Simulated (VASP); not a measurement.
# NbH2 (Fm-3m) in VASP: notebook

NbH2 is run at these levels: PBEsol; tasks: single point.

All numbers are computed with VASP 6.6.1; they aren't measurements. Logs are shortened: lines on timing, memory, paths and dates and some standing lists are left out, and cuts for length are marked.

## (1) The cell of the first run

The structure is cubic, space group Fm-3m (No. 225). Conventional cell: a = 4.438 Å, b = 4.438 Å, c = 4.438 Å, α = 90.00°, β = 90.00°, γ = 90.00°. Within 2.5 Å of Nb (site symmetry m-3m) lie 8 H at 1.92 Å. H (site symmetry -43m) has 4 Nb at 1.92 Å and 6 H at 2.22 Å within 2.5 Å.

## (2) Single point, PBEsol

INCAR

```
SYSTEM = NbH2
PREC     = Accurate       ! precision mode
ENCUT    = 520            ! plane-wave cutoff, eV
EDIFF    = 1E-7           ! SCF threshold, eV
ISMEAR   = 1              ! smearing method
SIGMA    = 0.1            ! smearing width, eV
LREAL    = .False.        ! projectors in reciprocal space
LASPH    = .True.         ! aspherical terms in the spheres
NELM     = 60             ! most SCF steps
ALGO     = Normal         ! electronic algorithm
ISIF     = 2              ! what is computed and relaxed
LWAVE    = .False.        ! write WAVECAR
LCHARG   = .True.         ! write CHGCAR
GGA      = PS             ! functional
LELF     = .True.         ! ELF
LVHAR    = .True.       
NBANDS   = 14             ! bands
```

KPOINTS

```
regular mesh
0
Gamma
  11 11 11
  0 0 0
```

POSCAR

```
NbH2
1.0
    0.0000000000      2.2189614070      2.2189614070
    2.2189614070      0.0000000000      2.2189614070
    2.2189614070      2.2189614070      0.0000000000
Nb H
1 2
Direct
    0.0000000000      0.0000000000      0.0000000000
    0.2500000000      0.2500000000      0.2500000000
    0.7500000000      0.7500000000      0.7500000000
```

Potentials or basis: VASP PAW PBE potentials, release 64 (Nb_sv, H).

The run is started by

```sh
$ cat potpaw_PBE.64/Nb_sv/POTCAR potpaw_PBE.64/H/POTCAR > POTCAR
$ mpirun -np 1 vasp_std > vasp.out
```

OUTCAR:

```text
SYSTEM = NbH2
   PREC = Accurate
   ENCUT = 520
   EDIFF = 1E-7
   ISMEAR = 1
   LREAL = .False.
   LASPH = .True.
   NELM = 60
   ISIF = 2
   GGA = PS

 ion  position               nearest neighbor table
   1  0.000  0.000  0.000-   3 1.92   3 1.92   3 1.92   2 1.92   3 1.92   2 1.92   2 1.92   2 1.92

   2  0.250  0.250  0.250-   1 1.92   1 1.92   1 1.92   1 1.92
   3  0.750  0.750  0.750-   1 1.92   1 1.92   1 1.92   1 1.92

  LATTYP: Found a face centered cubic cell.
 ALAT       =     4.4379228140

  Lattice vectors:

 A1 = (   0.0000000000,   2.2189614070,   2.2189614070)
 A2 = (   2.2189614070,   0.0000000000,   2.2189614070)
 A3 = (   2.2189614070,   2.2189614070,   0.0000000000)

Analysis of symmetry for initial positions (statically):
=====================================================================
 Subroutine PRICEL returns:
 Original cell was already a primitive cell.

 Routine SETGRP: Setting up the symmetry group for a
 face centered cubic supercell.

 Subroutine GETGRP returns: Found 48 space group operations
 (whereof 48 operations were pure point group operations)
 out of a pool of 48 trial point group operations.

The static configuration has the point symmetry O_h .

Analysis of symmetry for dynamics (positions and initial velocities):
=====================================================================
 Subroutine PRICEL returns:
 Original cell was already a primitive cell.

 Routine SETGRP: Setting up the symmetry group for a
 face centered cubic supercell.

 Subroutine GETGRP returns: Found 48 space group operations
 (whereof 48 operations were pure point group operations)
 out of a pool of 48 trial point group operations.

The dynamic configuration has the point symmetry O_h .

 Subroutine INISYM returns: Found 48 space group operations
 (whereof 48 operations are pure point group operations),
 and found     1 'primitive' translations

----------------------------------------------------------------------------------------

                                     Primitive cell

  volume of cell :      21.8514

  direct lattice vectors                    reciprocal lattice vectors
     0.000000000  2.218961407  2.218961407    -0.225330643  0.225330643  0.225330643
     2.218961407  0.000000000  2.218961407     0.225330643 -0.225330643  0.225330643
     2.218961407  2.218961407  0.000000000     0.225330643  0.225330643 -0.225330643

  length of vectors
     3.138085316  3.138085316  3.138085316     0.390284122  0.390284122  0.390284122

  position of ions in fractional coordinates (direct lattice)
     0.000000000  0.000000000  0.000000000
     0.250000000  0.250000000  0.250000000
     0.750000000  0.750000000  0.750000000

  ion indices of the primitive-cell ions
   primitive index   ion index
                 1           1
                 2           2
                 3           3

----------------------------------------------------------------------------------------

 KPOINTS: regular mesh

Automatic generation of k-mesh.
 Grid dimensions read from file:
 generate k-points for:   11   11   11

 Generating k-lattice:

  Cartesian coordinates                     Fractional coordinates (reciprocal lattice)
    -0.020484604  0.020484604  0.020484604     0.090909091  0.000000000  0.000000000
     0.020484604 -0.020484604  0.020484604     0.000000000  0.090909091  0.000000000
     0.020484604  0.020484604 -0.020484604     0.000000000  0.000000000  0.090909091

  Length of vectors
     0.035480375  0.035480375  0.035480375

  Shift w.r.t. Gamma in fractional coordinates (k-lattice)
     0.000000000  0.000000000  0.000000000

 Subroutine IBZKPT returns following result:
 ===========================================

 Found     56 irreducible k-points:

 Following reciprocal coordinates:
            Coordinates               Weight
  0.000000  0.000000  0.000000      1.000000
  0.090909  0.000000  0.000000      8.000000
  0.181818  0.000000  0.000000      8.000000
  0.272727  0.000000  0.000000      8.000000
  0.363636  0.000000  0.000000      8.000000
  0.454545  0.000000  0.000000      8.000000
[... 16 lines left out ...]
 -0.272727  0.181818  0.000000     24.000000
 -0.181818  0.181818  0.000000     12.000000
 [... further k-points ...]
   k-points           NKPTS =     56   k-points in BZ     NKDIM =     56   number of bands    NBANDS=     14
   number of dos      NEDOS =    301   number of ions     NIONS =      3
   total plane-waves  NPLWV =  13824
   dimension x,y,z NGX =    24 NGY =   24 NGZ =   24
   dimension x,y,z NGXF=    48 NGYF=   48 NGZF=   48
   ions per type =               1   2
   NGX,Y,Z   is equivalent  to a cutoff of  12.71, 12.71, 12.71 a.u.
   NGXF,Y,Z  is equivalent  to a cutoff of  25.43, 25.43, 25.43 a.u.
 SYSTEM =  NbH2
   PREC   = accura    normal or accurate (medium, high low for compatibility)
   ISTART =      0    job   : 0-new  1-cont  2-samecut
   ICHARG =      2    charge: 1-file 2-atom 10-const
   ISPIN  =      1    spin polarized calculation?
   LNONCOLLINEAR =      F non collinear calculations
   LSORBIT =      F    spin-orbit coupling
   LASPH  =      T    aspherical Exc in radial PAW
   ENCUT  =  520.0 eV  38.22 Ry    6.18 a.u.   5.83  5.83  5.83*2*pi/ulx,y,z
   NELM   =     60;   NELMIN=  2; NELMDL= -5     # of ELM steps
   EDIFF  = 0.1E-06   stopping-criterion for ELM
   LREAL  =      F    real-space projection
   EDIFFG = 0.1E-05   stopping-criterion for IOM
   NSW    =      0    number of steps for IOM
   IBRION =     -1    ionic relax: 0-MD 1-quasi-New 2-CG
   NFREE  =      0    steps in history (QN), initial steepest desc. (CG)
   ISIF   =      2    stress and relaxation
   ISYM   =      2    0-nonsym 1-usesym 2-fastsym
   POTIM  = 0.5000    time-step for ionic-motion
   TEBEG  =    0.0;   TEEND  =   0.0 temperature during run
   PSTRESS=    0.0 pullay stress
   NELECT =      15.0000    total number of electrons
   NUPDOWN=      -1.0000    fix difference up-down
   EMIN   =  10.00;   EMAX   =-10.00  energy-range for DOS
   EFERMI =   0.00;   METHOD = LEGACY
   ISMEAR =     1;   SIGMA  =   0.10  broadening in eV -4-tet -1-fermi 0-gaus
   EFERMI_NEDOS =   21; number of points for ismear=-14 and -15
   IALGO  =     38    algorithm
   IMIX   =      4    mixing-type and parameters
     AMIX     =   0.40;   BMIX     =  1.00
     AMIX_MAG =   1.60;   BMIX_MAG =  1.00
  volume/ion in A,a.u.               =       7.28        49.15
  Fermi-wavevector in a.u.,A,eV,Ry     =   1.444150  2.729047 28.375874  2.085568
  Thomas-Fermi vector in A             =   2.562477
   LORBIT       =      0    0 simple, 1 ext, 2 COOP (PROOUT), +10 PAW based schemes
   GGA     = PS    functional components
   LHFCALC =     F    Hartree Fock is set to
   AEXX    =    0.0000 exact exchange contribution
   IVDW    =     0    specifies the selected vdW correction
   LEPSILON=     F    determine dielectric tensor
   LRPA    =     F    only Hartree local field effects (RPA)
 non-spin polarized calculation
 Methfessel and Paxton  Order N= 1 SIGMA  =   0.10
  energy-cutoff  :      520.00
  volume of cell :       21.85
 maximum number of plane-waves:       609
   NGX = 11   NGY = 11   NGZ = 11

 number of electron      15.0000000 magnetization

 Free energy of the ion-electron system (eV)
  ---------------------------------------------------
  ext. energy  EPLUGINS =         0.00000000
  ---------------------------------------------------
  free energy    TOTEN  =       -18.46418001 eV

  energy without entropy =      -18.46355762  energy(sigma->0) =      -18.46397255

 E-fermi :  10.9611     XC(G=0): -12.5768

 val. band max:       10.8750022795   @ k =  -0.3636   0.2727   0.0909
 cond. band min:      10.9612853006   @ k =  -0.2727   0.2727   0.0909
 fundamental gap:      0.0862830211
 Fermi energy:        10.9610605865

 k-point     1 :       0.0000    0.0000    0.0000
  band No.  band energies     occupation
      1     -44.3058      2.00000
      2     -20.0246      2.00000
      3     -20.0246      2.00000
      4     -20.0246      2.00000
      5      -0.2215      2.00000
      6       9.4072      2.00000
      7       9.4072      2.00000
      8       9.4072      2.00000
      9       9.7169      2.00000
     10      12.3395     -0.00000
     11      12.3395     -0.00000
     12      23.7154      0.00000
     13      24.5893      0.00000
     14      24.5893      0.00000

 k-point     2 :       0.0909    0.0000    0.0000
  band No.  band energies     occupation
      1     -44.2961      2.00000
      2     -20.1025      2.00000
      3     -20.0337      2.00000
      4     -20.0337      2.00000
      5       0.0280      2.00000
      6       7.6976      2.00000
      7       9.5321      2.00000
      8       9.5321      2.00000
      9      11.7358     -0.00000
     10      12.2308     -0.00000
     11      12.2308     -0.00000
     12      21.8984      0.00000
     13      25.0895      0.00000
     14      25.0895      0.00000

 k-point     3 :       0.1818    0.0000    0.0000
  band No.  band energies     occupation
      1     -44.2698      2.00000
      2     -20.3072      2.00000
      3     -20.0581      2.00000
      4     -20.0581      2.00000
      5       0.6934      2.00000
      6       6.2808      2.00000
      7       9.7920      2.00000
      8       9.7920      2.00000
      9      12.1007     -0.00000
     10      12.1007     -0.00000
     11      13.9869      0.00000
     12      20.2646      0.00000
     13      26.4585      0.00000
     14      26.4585      0.00000
[... 324 lines left out ...]
 k-point    23 :      -0.2727    0.1818    0.0000
  band No.  band energies     occupation
      1     -44.1939      2.00000
      2     -20.6908      2.00000
      3     -20.3154      2.00000
      4     -20.1190      2.00000
      5       2.6338      2.00000
      6       4.7112      2.00000
      7       9.0818      2.00000
      8      10.5878      2.00000
      9      11.7025     -0.00000
     10      14.3350      0.00000
     11      17.8999      0.00000
     12      19.9072      0.00000
     13      20.3990      0.00000
     14      24.5863      0.00000

 k-point    24 :      -0.1818    0.1818    0.0000
  band No.  band energies     occupation
      1     -44.2235      2.00000
      2     -20.5426      2.00000
      3     -20.2321      2.00000
      4     -20.0822      2.00000
      5       1.9446      2.00000
      6       4.9770      2.00000
      7       9.5432      2.00000
      8      10.6199      2.00002
      9      11.1087     -0.05736
     10      13.3951      0.00000
     11      16.8561      0.00000
     12      19.8945      0.00000
     13      22.6310      0.00000
     14      24.8282      0.00000

 [... further k-points ...]
[... 5 lines left out ...]
  --------------------------------------------------------------------------------------
  -------------------------------------------------------------------------------------
  Total        1.4908712      1.4908712      1.4908712      0.0000000      0.0000000      0.0000000
  in kB      109.3129139    109.3129139    109.3129139      0.0000000      0.0000000      0.0000000
  external PRESSURE =     109.3129139 kB  Pullay stress =       0.0000000 kB

 VOLUME and BASIS-vectors are now :
 -----------------------------------------------------------------------------
  energy-cutoff  :      520.00
  volume of cell :       21.85
      direct lattice vectors                 reciprocal lattice vectors
     0.000000000  2.218961407  2.218961407    -0.225330643  0.225330643  0.225330643
     2.218961407  0.000000000  2.218961407     0.225330643 -0.225330643  0.225330643
     2.218961407  2.218961407  0.000000000     0.225330643  0.225330643 -0.225330643

 POSITION                                       TOTAL-FORCE (eV/Angst)
 -----------------------------------------------------------------------------------
      0.00000      0.00000      0.00000         0.000000      0.000000      0.000000
      1.10948      1.10948      1.10948         0.000000     -0.000000     -0.000000
      3.32844      3.32844      3.32844        -0.000000      0.000000      0.000000
 -----------------------------------------------------------------------------------
    total drift:                               -0.000000      0.000000      0.000000

  FREE ENERGIE OF THE ION-ELECTRON SYSTEM (eV)
  ---------------------------------------------------
  free  energy   TOTEN  =       -18.4641800139 eV

  energy  without entropy=      -18.4635576212  energy(sigma->0) =      -18.46397255
```

Run time: 7.7 s. Hardware: 1 thread of Intel Xeon 6975P-C (Granite Rapids), shared host; peak memory 0.14 GiB.

Results:

| Quantity | Value |
| --- | --- |
| Free energy | -18.4642 eV |
| Pressure | 10.9 GPa |

Caveat: the PAW data sets were made with another functional, which shifts forces and pressure a little.

## (3) Single point, PBEsol

This run uses another cell than the first one, of 7.49 Å³/atom, 1.029 times its volume.

INCAR

```
SYSTEM = NbH2
ALGO = Normal ; EDIFF = 1E-6
ENCUT = 520 ; GGA = PS
ISIF = 2 ; ISMEAR = 1
LASPH = .TRUE. ; LCHARG = .FALSE.
LREAL = .FALSE. ; LWAVE = .FALSE.
NBANDS = 14 ; NELM = 60
PREC = Accurate ; SIGMA = 0.1
```

KPOINTS

```
k-points
0
G
  11 11 11
  0 0 0
```

POSCAR

```
NbH2
1.0
    0.0000000000      2.2401967778      2.2401967778
    2.2401967778      0.0000000000      2.2401967778
    2.2401967778      2.2401967778      0.0000000000
Nb H
1 2
Direct
    0.0000000000      0.0000000000      0.0000000000
    0.2500000000      0.2500000000      0.2500000000
    0.7500000000      0.7500000000      0.7500000000
```

Potentials or basis: VASP PAW PBE potentials, release 64 (Nb_sv, H).

The run is started by

```sh
$ cat potpaw_PBE.64/Nb_sv/POTCAR potpaw_PBE.64/H/POTCAR > POTCAR
$ mpirun -np 1 vasp_std > vasp.out
```

Run time: 6.4 s. Hardware: 1 thread of Intel Xeon 6975P-C (Granite Rapids), shared host; peak memory 0.14 GiB.

Results (log left out):

* Free energy: -18.4955 eV
* Pressure: 4.5 GPa

Levels at points of the mesh, in eV from the Fermi level:
| k point | band 6 | band 7 | band 8 | band 9 | band 10 | band 11 |
| --- | --- | --- | --- | --- | --- | --- |
| (0.00, 0.00, 0.00) | -1.50 | -1.50 | -1.50 | -1.20 | 1.32 | 1.32 |

Caveat: the PAW data sets were made with another functional, which shifts forces and pressure a little.

## (4) Single point, PBEsol

This run uses another cell than the first one, of 7.71 Å³/atom, 1.058 times its volume.

INCAR

```
PREC     = Accurate       # precision mode
ENCUT    = 520            # plane-wave cutoff, eV
EDIFF    = 1E-6           # SCF threshold, eV
ISMEAR   = 1              # smearing method
SIGMA    = 0.1            # smearing width, eV
LREAL    = False          # projectors in reciprocal space
LASPH    = True           # aspherical terms in the spheres
NELM     = 80             # most SCF steps
ALGO     = Normal         # electronic algorithm
ISIF     = 2              # what is computed and relaxed
LWAVE    = False          # write WAVECAR
LCHARG   = False          # write CHGCAR
GGA      = PS             # functional
NBANDS   = 14             # bands
```

KPOINTS

```
regular mesh
0
Gamma
  11 11 11
```

POSCAR

```
NbH2
1.0
    0.0000000000      2.2610370143      2.2610370143
    2.2610370143      0.0000000000      2.2610370143
    2.2610370143      2.2610370143      0.0000000000
Nb H
1 2
Direct
    0.0000000000      0.0000000000      0.0000000000
    0.2500000000      0.2500000000      0.2500000000
    0.7500000000      0.7500000000      0.7500000000
```

The run is started by

```sh
$ cat potpaw_PBE.64/Nb_sv/POTCAR potpaw_PBE.64/H/POTCAR > POTCAR
$ mpirun -np 1 vasp_std > vasp.out
```

It took 6.2 s on 1 thread of Intel Xeon 6975P-C (Granite Rapids), shared host; peak memory 0.14 GiB.

It converged, with:

| Property | Result |
| --- | --- |
| Free energy | -18.5032 eV |
| Pressure | -1.0 GPa |

Levels at points of the mesh, in eV from the Fermi level:
```
           k point  band 4  band 5  band 6  band 7  band 8  band 9  band 10  band 11  band 12  band 13
(0.00, 0.00, 0.00)  -31.10  -10.87   -1.45   -1.45   -1.45   -1.15     1.27     1.27    12.42    13.39
```

Caveat: the PAW data sets were made with another functional, which shifts forces and pressure a little.

## (5) The runs side by side

| cell | gap on the mesh (eV) | pressure (GPa) |
| --- | --- | --- |
| a = 3.138 Å, angles 60.0°, 3 atoms | none | 10.9 |
| a = 3.168 Å, angles 60.0°, 3 atoms | none | 4.5 |
| a = 3.198 Å, angles 60.0°, 3 atoms | none | -1.0 |

Alike in all rows: task single point; level PBEsol; potentials or basis VASP PAW PBE potentials, release 64 (Nb_sv, H); no spin polarisation; k mesh 11 × 11 × 11; cutoff (eV) 520; smearing methfessel-paxton 0.1 eV.

Caveats: the PAW data sets were made with another functional, which shifts forces and pressure a little.

Absolute energies hang on the potentials; compare differences alone.
